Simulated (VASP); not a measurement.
Write the native input for VASP 6.6.1 that does the following.

* Task: single point
* Functional: PBE
* Potentials or basis: VASP PAW PBE potentials, release 64 (Co_sv, O)
* Cutoff: 600 eV
* k mesh: 10 × 10 × 10
* Occupations: fermi-dirac, width 0.05 eV
* Spin: collinear spin, ferromagnetic start
* Starting moments: [2.0, 0.0] μB
* Dipole correction: no
* Second run: valence_matched
* Further INCAR settings: ALGO = Normal; EDIFF = 1e-06; NBANDS = 22

The structure of CoO lies in POSCAR:

```
CoO
1.0
    0.0000000000      2.3896072712      2.3896072712
    2.3896072712      0.0000000000      2.3896072712
    2.3896072712      2.3896072712      0.0000000000
Co O
1 1
Direct
    0.0000000000      0.0000000000      0.0000000000
    0.2500000000      0.2500000000      0.2500000000
```

One way to write it, as run:

INCAR

```
SYSTEM = CoO
ALGO = Normal ; EDIFF = 1E-6
ENCUT = 600 ; GGA = PE
GGA_COMPAT = .FALSE. ; ISIF = 2
ISMEAR = -1 ; ISPIN = 2
LASPH = .TRUE. ; LCHARG = .TRUE.
LELF = .TRUE. ; LMAXMIX = 4
LORBIT = 11 ; LREAL = .FALSE.
LVHAR = .TRUE. ; LWAVE = .FALSE.
MAGMOM = 2 0 ; NBANDS = 22
NELM = 200 ; PREC = Accurate
SIGMA = 0.05
```

KPOINTS

```
k-points
0
G
  10 10 10
  0 0 0
```

Potentials or basis: VASP PAW PBE potentials, release 64 (Co_sv, O).

Command:

```bash
$ cat potpaw_PBE.64/Co_sv/POTCAR potpaw_PBE.64/O/POTCAR > POTCAR
$ mpirun -np 1 vasp_std > vasp.out
```

Results of the run:

```yaml
Pressure: -17.8 GPa
Band_gap_on_the_k_mesh: zero (filled and empty bands overlap)
Net_moment: 3.00 μB per cell
Site_moments: Co +2.50; O +0.31 μB
Valence_electrons_inside_the_program's_atomic_spheres: Co 14.85; O 4.92
```

Caveat: a cell with one magnetic atom can't hold antiferromagnetic order, which such compounds often take; semilocal functionals often make such compounds metallic where correlation or magnetic order opens a gap, which also shifts bond lengths.

It took 61 s on 1 thread of Intel(R) Xeon(R) Platinum 8488C (Sapphire Rapids) (shared host), peak memory 0.2 GiB.
